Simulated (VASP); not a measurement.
Set up this calculation in VASP 6.6.1, as the native input.

| Quantity | Value |
| --- | --- |
| Task | single point |
| Functional | PBE |
| Potentials or basis | VASP PAW PBE potentials, release 64 (Pt) |
| Cutoff | 520 eV |
| k mesh | 24 × 24 × 24 |
| Occupations | gaussian, width 0.1 eV |
| Spin | no spin polarisation |
| Dipole correction | no |
| Further INCAR settings | ALGO = Normal; EDIFF = 1e-06; NBANDS = 11 |

The structure of Pt lies in POSCAR:

```
Pt
1.0
   -1.5818559873      1.5818559873      1.5818559873
    1.5818559873     -1.5818559873      1.5818559873
    1.5818559873      1.5818559873     -1.5818559873
Pt
1
Direct
    0.0000000000      0.0000000000      0.0000000000
```

This isn't the form of Pt at room conditions, which is fcc.

These files were run (other wordings do the same):

INCAR

```
  PREC = Accurate
  ENCUT = 520
  EDIFF = 1E-6
  ISMEAR = 0
  SIGMA = 0.1
  LREAL = False
  LASPH = True
  NELM = 60
  ALGO = Normal
  ISIF = 2
  LWAVE = False
  LCHARG = False
  GGA = PE
  NBANDS = 11
```

KPOINTS

```
regular mesh
0
Gamma
  24 24 24
```

Potentials or basis: VASP PAW PBE potentials, release 64 (Pt).

The run is started by

```console
$ cat potpaw_PBE.64/Pt/POTCAR > POTCAR
$ mpirun -np 1 vasp_std > vasp.out
```

Results of the run:

```
Pressure               : -0.5 GPa
Band gap on the k mesh : zero (bands 5 and 6 overlap by 2.15 eV)
```

Caveat: spin-orbit coupling is left out, which moves the levels of the heavy elements.

Wall time 84 s on 1 thread of AMD EPYC 7R13, on a shared host, peak memory 0.15 GiB.
